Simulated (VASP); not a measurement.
# Al2Pt in VASP: notebook, part 2 of 2

VASP 6.6.1.

### 4 Single point, PBEsol

This run uses another cell than the first one, of 17.20 Å³/atom.

Input file INCAR:

```
PREC = Accurate
ENCUT = 520
EDIFF = 1E-6
ISMEAR = -1
SIGMA = 0.05
LREAL = False
LASPH = True
NELM = 100
ALGO = Fast
ISIF = 2
LWAVE = False
LCHARG = False
GGA = PS
NBANDS = 15
```

Input file KPOINTS:

```
Automatic mesh
0
Gamma
  9 9 9
```

Input file POSCAR:

```
Al2Pt
1.0
    0.0000000000      2.9550000000      2.9550000000
    2.9550000000      0.0000000000      2.9550000000
    2.9550000000      2.9550000000      0.0000000000
Pt Al
1 2
Direct
    0.0000000000      0.0000000000      0.0000000000
    0.7500000000      0.7500000000      0.7500000000
    0.2500000000      0.2500000000      0.2500000000
```

Potentials or basis: VASP PAW PBE potentials, release 64 (Pt, Al).

Run with:

```console
cat potpaw_PBE.64/Pt/POTCAR potpaw_PBE.64/Al/POTCAR > POTCAR
mpirun -np 1 vasp_std > vasp.out
```

OUTCAR:

```text
PREC = Accurate
   ENCUT = 520
   EDIFF = 1E-6
   ISMEAR = -1
   LREAL = False
   LASPH = True
   NELM = 100
   ISIF = 2
   GGA = PS

 ion  position               nearest neighbor table
   1  0.000  0.000  0.000-   2 2.56   2 2.56   2 2.56   2 2.56   3 2.56   3 2.56   3 2.56   3 2.56

   2  0.750  0.750  0.750-   1 2.56   1 2.56   1 2.56   1 2.56   3 2.96   3 2.96   3 2.96   3 2.96
                             3 2.96   3 2.96
   3  0.250  0.250  0.250-   1 2.56   1 2.56   1 2.56   1 2.56   2 2.96   2 2.96   2 2.96   2 2.96
                             2 2.96   2 2.96

  LATTYP: Found a face centered cubic cell.
 ALAT       =     5.9100000000

  Lattice vectors:

 A1 = (   0.0000000000,   2.9550000000,   2.9550000000)
 A2 = (   2.9550000000,   0.0000000000,   2.9550000000)
 A3 = (   2.9550000000,   2.9550000000,   0.0000000000)

Analysis of symmetry for initial positions (statically):
=====================================================================
 Subroutine PRICEL returns:
 Original cell was already a primitive cell.

 Routine SETGRP: Setting up the symmetry group for a
 face centered cubic supercell.

 Subroutine GETGRP returns: Found 48 space group operations
 (whereof 48 operations were pure point group operations)
 out of a pool of 48 trial point group operations.

The static configuration has the point symmetry O_h .

Analysis of symmetry for dynamics (positions and initial velocities):
=====================================================================
 Subroutine PRICEL returns:
 Original cell was already a primitive cell.

 Routine SETGRP: Setting up the symmetry group for a
 face centered cubic supercell.

 Subroutine GETGRP returns: Found 48 space group operations
 (whereof 48 operations were pure point group operations)
 out of a pool of 48 trial point group operations.

The dynamic configuration has the point symmetry O_h .

 Subroutine INISYM returns: Found 48 space group operations
 (whereof 48 operations are pure point group operations),
 and found     1 'primitive' translations

[... 127 lines left out ...]
 non-spin polarized calculation
 RMM-DIIS sequential band-by-band and
  energy-cutoff  :      520.00
  volume of cell :       51.61
 maximum number of plane-waves:      1411
   NGX = 15   NGY = 15   NGZ = 15

 number of electron      16.0000000 magnetization

 Free energy of the ion-electron system (eV)
  ---------------------------------------------------
  ext. energy  EPLUGINS =         0.00000000
  ---------------------------------------------------
  free energy    TOTEN  =       -17.77691974 eV

  energy without entropy =      -17.76965911  energy(sigma->0) =      -17.77328943

 E-fermi :   7.8714     XC(G=0): -10.8126

 val. band max:        7.7906157633   @ k =   0.4444   0.3333   0.1111
 cond. band min:       7.9139883248   @ k =  -0.4444   0.2222   0.0000
 fundamental gap:      0.1233725615
 Fermi energy:         7.8713967652

 k-point     1 :       0.0000    0.0000    0.0000
  band No.  band energies     occupation
      1      -2.4465      2.00000
      2       2.7308      2.00000
      3       2.7308      2.00000
      4       2.7308      2.00000
      5       4.0901      2.00000
      6       4.0901      2.00000
      7      10.7788      0.00000
      8      11.5832      0.00000
      9      11.5832      0.00000
     10      11.5832      0.00000
     11      13.2153      0.00000
     12      13.2153      0.00000
     13      13.2153      0.00000
     14      14.1182      0.00000
[... 401 lines left out ...]
      2       1.7320      2.00000
      3       2.4414      2.00000
      4       3.9139      2.00000
      5       3.9139      2.00000
      6       4.5596      2.00000
      7       4.5722      2.00000
      8       6.3327      2.00000
      9       6.3327      2.00000
     10      10.9475      0.00000
     11      11.1258      0.00000
     12      15.9113      0.00000
     13      17.8935      0.00000
     14      17.8935      0.00000
     15      18.5812      0.00000

 [... further k-points ...]

------------------------ aborting loop because EDIFF is reached ----------------------------------------

  FORCE on cell =-STRESS in cart. coord.  units (eV):
  Direction    XX          YY          ZZ          XY          YZ          ZX
  --------------------------------------------------------------------------------------
  -------------------------------------------------------------------------------------
  Total       -0.3053073     -0.3053073     -0.3053073      0.0000000      0.0000000     -0.0000000
  in kB       -9.4786230     -9.4786230     -9.4786230      0.0000000      0.0000000     -0.0000000
  external PRESSURE =      -9.4786230 kB  Pullay stress =       0.0000000 kB

 VOLUME and BASIS-vectors are now :
 -----------------------------------------------------------------------------
  energy-cutoff  :      520.00
  volume of cell :       51.61
      direct lattice vectors                 reciprocal lattice vectors
     0.000000000  2.955000000  2.955000000    -0.169204738  0.169204738  0.169204738
     2.955000000  0.000000000  2.955000000     0.169204738 -0.169204738  0.169204738
     2.955000000  2.955000000  0.000000000     0.169204738  0.169204738 -0.169204738

 POSITION                                       TOTAL-FORCE (eV/Angst)
 -----------------------------------------------------------------------------------
      0.00000      0.00000      0.00000         0.000000      0.000000      0.000000
      4.43250      4.43250      4.43250         0.000000      0.000000      0.000000
      1.47750      1.47750      1.47750        -0.000000     -0.000000     -0.000000
 -----------------------------------------------------------------------------------
    total drift:                                0.000000     -0.000000      0.000000

  FREE ENERGIE OF THE ION-ELECTRON SYSTEM (eV)
  ---------------------------------------------------
  free  energy   TOTEN  =       -17.7769197413 eV

  energy  without entropy=      -17.7696591116  energy(sigma->0) =      -17.77328943
```

Run time: 27 s. Hardware: 1 thread of Intel Xeon 6975P-C (Granite Rapids), shared host; peak memory 0.18 GiB.

Results:

```yaml
Free_energy: -17.7769 eV
Pressure: -0.9 GPa
Band_gap_on_the_k_mesh: zero (bands 8 and 9 overlap by 5.25 eV)
```

Caveat: the PAW data sets were made with another functional, which shifts forces and pressure a little; spin-orbit coupling is left out, which moves the levels of the heavy elements.

### 5 Single point, PBEsol

This run uses another cell than the first one, of 17.20 Å³/atom.

Input file INCAR:

```
PREC = Accurate ; ENCUT = 520
EDIFF = 1E-6 ; ISMEAR = -1
SIGMA = 0.05 ; LREAL = F
LASPH = T ; NELM = 100
ALGO = Fast ; ISIF = 2
LWAVE = F ; LCHARG = F
GGA = PS ; NBANDS = 15
```

Input file KPOINTS:

```
regular mesh
0
Gamma
  11 11 11
```

POSCAR is that of step 4.

Potentials or basis: VASP PAW PBE potentials, release 64 (Pt, Al).

Run with:

```console
cat potpaw_PBE.64/Pt/POTCAR potpaw_PBE.64/Al/POTCAR > POTCAR
mpirun -np 1 vasp_std > vasp.out
```

OUTCAR:

```text
PREC = Accurate
   ENCUT = 520
   EDIFF = 1E-6
   ISMEAR = -1
   LREAL = F
   LASPH = T
   NELM = 100
   ISIF = 2
   GGA = PS

 ion  position               nearest neighbor table
   1  0.000  0.000  0.000-   2 2.56   2 2.56   2 2.56   2 2.56   3 2.56   3 2.56   3 2.56   3 2.56

   2  0.750  0.750  0.750-   1 2.56   1 2.56   1 2.56   1 2.56   3 2.96   3 2.96   3 2.96   3 2.96
                             3 2.96   3 2.96
   3  0.250  0.250  0.250-   1 2.56   1 2.56   1 2.56   1 2.56   2 2.96   2 2.96   2 2.96   2 2.96
                             2 2.96   2 2.96

  LATTYP: Found a face centered cubic cell.
 ALAT       =     5.9100000000

  Lattice vectors:

 A1 = (   0.0000000000,   2.9550000000,   2.9550000000)
 A2 = (   2.9550000000,   0.0000000000,   2.9550000000)
 A3 = (   2.9550000000,   2.9550000000,   0.0000000000)

Analysis of symmetry for initial positions (statically):
=====================================================================
 Subroutine PRICEL returns:
 Original cell was already a primitive cell.

 Routine SETGRP: Setting up the symmetry group for a
 face centered cubic supercell.

 Subroutine GETGRP returns: Found 48 space group operations
[... 184 lines left out ...]
      9      11.5836      0.00000
     10      11.5836      0.00000
     11      13.2161      0.00000
     12      13.2161      0.00000
     13      13.2161      0.00000
     14      14.1185      0.00000
[... 401 lines left out ...]
      2       2.2093      2.00000
      3       2.9560      2.00000
      4       3.1039      2.00000
      5       3.8598      2.00000
      6       4.2532      2.00000
      7       6.6889      2.00000
      8       7.7822      0.89032
      9      10.2861      0.00000
     10      12.0797      0.00000
     11      12.6580      0.00000
     12      13.3240      0.00000
     13      14.1970      0.00000
     14      14.5326      0.00000
     15      15.6004      0.00000

 [... further k-points ...]

------------------------ aborting loop because EDIFF is reached ----------------------------------------

  FORCE on cell =-STRESS in cart. coord.  units (eV):
  Direction    XX          YY          ZZ          XY          YZ          ZX
  --------------------------------------------------------------------------------------
  -------------------------------------------------------------------------------------
  Total       -0.2953864     -0.2953864     -0.2953864     -0.0000000      0.0000000     -0.0000000
  in kB       -9.1706188     -9.1706188     -9.1706188     -0.0000000      0.0000000     -0.0000000
  external PRESSURE =      -9.1706188 kB  Pullay stress =       0.0000000 kB

 VOLUME and BASIS-vectors are now :
 -----------------------------------------------------------------------------
  energy-cutoff  :      520.00
  volume of cell :       51.61
      direct lattice vectors                 reciprocal lattice vectors
     0.000000000  2.955000000  2.955000000    -0.169204738  0.169204738  0.169204738
     2.955000000  0.000000000  2.955000000     0.169204738 -0.169204738  0.169204738
     2.955000000  2.955000000  0.000000000     0.169204738  0.169204738 -0.169204738

 POSITION                                       TOTAL-FORCE (eV/Angst)
 -----------------------------------------------------------------------------------
      0.00000      0.00000      0.00000        -0.000000      0.000000     -0.000000
      4.43250      4.43250      4.43250         0.000000     -0.000000     -0.000000
      1.47750      1.47750      1.47750         0.000000      0.000000      0.000000
 -----------------------------------------------------------------------------------
    total drift:                                0.000000     -0.000000      0.000000

  FREE ENERGIE OF THE ION-ELECTRON SYSTEM (eV)
  ---------------------------------------------------
  free  energy   TOTEN  =       -17.7658914942 eV

  energy  without entropy=      -17.7551623867  energy(sigma->0) =      -17.76052694
```

OSZICAR:

```text
N       E                     dE             d eps       ncg     rms          rms(c)
DAV:   1     0.474089431977E+02    0.47409E+02   -0.65919E+03  1696   0.908E+02
DAV:   2    -0.168848716953E+02   -0.64294E+02   -0.56807E+02  2037   0.164E+02
DAV:   3    -0.184034196609E+02   -0.15185E+01   -0.15106E+01  2191   0.244E+01
DAV:   4    -0.184156097639E+02   -0.12190E-01   -0.12189E-01  2023   0.258E+00
DAV:   5    -0.184158263257E+02   -0.21656E-03   -0.21656E-03  2241   0.356E-01    0.888E+00
RMM:   6    -0.178942100048E+02    0.52162E+00   -0.18171E+00  1693   0.848E+00    0.218E+00
RMM:   7    -0.178008836857E+02    0.93326E-01   -0.10978E-01  1692   0.215E+00    0.159E+00
RMM:   8    -0.177659623421E+02    0.34921E-01   -0.35095E-02  1722   0.139E+00    0.231E-01
RMM:   9    -0.177658228272E+02    0.13951E-03   -0.58936E-03  1870   0.545E-01    0.177E-01
RMM:  10    -0.177659375528E+02   -0.11473E-03   -0.15270E-03  1826   0.260E-01    0.579E-02
RMM:  11    -0.177658896531E+02    0.47900E-04   -0.49390E-04  1908   0.143E-01    0.237E-02
RMM:  12    -0.177658937354E+02   -0.40823E-05   -0.94469E-05  1976   0.575E-02    0.273E-02
RMM:  13    -0.177658953883E+02   -0.16529E-05   -0.17610E-05  1894   0.252E-02    0.346E-02
RMM:  14    -0.177658928893E+02    0.24990E-05   -0.42088E-06  1451   0.127E-02    0.271E-02
RMM:  15    -0.177658915212E+02    0.13680E-05   -0.20853E-06  1204   0.876E-03    0.230E-02
RMM:  16    -0.177658914942E+02    0.27037E-07   -0.23976E-07   957   0.316E-03
   1 F= -.17765891E+02 E0= -.17760527E+02  d E =-.107291E-01
```

stdout:

```text
POSCAR found type information on POSCAR PtAl
 POSCAR found :  2 types and       3 ions
 scaLAPACK will be used
 -----------------------------------------------------------------------------
|                                                                             |
|                                                                             |
|     You enforced a specific xc type in the INCAR file but a different       |
|     I HOPE YOU KNOW WHAT YOU ARE DOING!                                     |
|                                                                             |
 -----------------------------------------------------------------------------

 LDA part: xc-table for (Slater+PW92), standard interpolation
 POSCAR, INCAR and KPOINTS ok, starting setup
 FFT: planning ... GRIDC
 FFT: planning ... GRID_SOFT
 FFT: planning ... GRID
 WAVECAR not read
 entering main loop
```

It took 42 s on 1 thread of Intel Xeon 6975P-C (Granite Rapids), shared host; peak memory 0.2 GiB.

Results:

```yaml
Free_energy: -17.7659 eV
Pressure: -0.9 GPa
Band_gap_on_the_k_mesh: zero (bands 8 and 9 overlap by 5.30 eV)
```

Levels at points of the mesh, in eV from the Fermi level:
| k point | band 5 | band 6 | band 7 | band 8 | band 9 | band 10 | band 11 | band 12 |
| --- | --- | --- | --- | --- | --- | --- | --- | --- |
| (0.00, 0.00, 0.00) | -3.68 | -3.68 | 3.01 | 3.81 | 3.81 | 3.81 | 5.44 | 5.44 |

Caveat: the PAW data sets were made with another functional, which shifts forces and pressure a little; spin-orbit coupling is left out, which moves the levels of the heavy elements.

### 6 Single point, PBEsol

This run uses another cell than the first one, of 17.20 Å³/atom.

Input file INCAR:

```
PREC     = Accurate       # precision mode
ENCUT    = 520            # plane-wave cutoff, eV
EDIFF    = 1E-6           # SCF threshold, eV
ISMEAR   = -1             # smearing method
SIGMA    = 0.05           # smearing width, eV
LREAL    = F              # projectors in reciprocal space
LASPH    = T              # aspherical terms in the spheres
NELM     = 60             # most SCF steps
ALGO     = Normal         # electronic algorithm
ISIF     = 2              # what is computed and relaxed
LWAVE    = F              # write WAVECAR
LCHARG   = F              # write CHGCAR
GGA      = PS             # functional
NBANDS   = 15             # bands
```

Input file KPOINTS:

```
regular mesh
0
Gamma
  13 13 13
```

POSCAR is that of step 5.

Potentials or basis: VASP PAW PBE potentials, release 64 (Pt, Al).

Run with:

```console
cat potpaw_PBE.64/Pt/POTCAR potpaw_PBE.64/Al/POTCAR > POTCAR
mpirun -np 1 vasp_std > vasp.out
```

Wall time 51 s (1 thread of Intel Xeon 6975P-C (Granite Rapids), shared host); peak memory 0.21 GiB.

It converged, with:

| Property | Result |
| --- | --- |
| Free energy | -17.7708 eV |
| Pressure | -1.0 GPa |
| Band gap on the k mesh | zero (bands 8 and 9 overlap by 5.33 eV) |

Levels at points of the mesh, in eV from the Fermi level:
```csv
k point,band 5,band 6,band 7,band 8,band 9,band 10,band 11,band 12
"(0.00, 0.00, 0.00)",-3.71,-3.71,2.98,3.79,3.79,3.79,5.42,5.42
```

Caveat: the PAW data sets were made with another functional, which shifts forces and pressure a little; spin-orbit coupling is left out, which moves the levels of the heavy elements.

### 7 Overview

```csv
task,level,cell,k mesh,gap on the mesh (eV),pressure (GPa)
relaxation of the atoms,PBE,"atoms relaxed from a = 4.158, b = 4.158, c = 4.179 Å, angles 59.8, 59.8, 60.3°, 3 atoms",7 × 7 × 7,none,3.8
single point,PBEsol,"a = 4.179 Å, angles 60.0°, 3 atoms",7 × 7 × 7,none,-0.9
single point,PBEsol,"a = 4.179 Å, angles 60.0°, 3 atoms",9 × 9 × 9,none,-0.9
single point,PBEsol,"a = 4.179 Å, angles 60.0°, 3 atoms",11 × 11 × 11,none,-0.9
single point,PBEsol,"a = 4.179 Å, angles 60.0°, 3 atoms",13 × 13 × 13,none,-1.0
```

Alike in all rows: potentials or basis VASP PAW PBE potentials, release 64 (Pt, Al); no spin polarisation; cutoff (eV) 520; smearing fermi-dirac 0.05 eV.

Caveats: spin-orbit coupling is left out, which moves the levels of the heavy elements; the PAW data sets were made with another functional, which shifts forces and pressure a little (at least some runs); the relaxation stopped at its first step, so nothing moved (at least some runs).

Total energies depend on the potentials used, so only differences within one code and one set of settings carry meaning.
